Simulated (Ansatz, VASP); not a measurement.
**InP in VASP and in Ansatz**

```
In P
1.0
     0.00000    2.89810    2.89810
     2.89810    0.00000    2.89810
     2.89810    2.89810    0.00000
In P
1 1
Direct
  0.00000 0.00000 0.00000
  0.25000 0.25000 0.25000
```

Alike in both runs: task single point; functional PBE; k mesh 14 × 14 × 14; occupations gaussian, width 0.05 eV; no spin polarisation.

|  | VASP | Ansatz |
| --- | --- | --- |
| version | VASP 6.6.1 | Ansatz 0.2.0 |
| potentials or method | VASP PAW PBE potentials, release 64 (In_d, P), cutoff 520 eV | scalar-relativistic, plane waves, PAW |
| valence electrons in the cell | 18 | 18 |

|  | VASP | Ansatz | Ansatz less VASP |
| --- | --- | --- | --- |
| gap on the k mesh at the Fermi level (eV) | 0.89 | 0.90 | +0.003 |
| least direct gap on the mesh (eV) | 0.89 | 0.90 | +0.003 |
| pressure (GPa) | 5.9 | 6.0 | +0.08 |

The functional is the same, so the differences come from potentials, cutoffs and numerics.
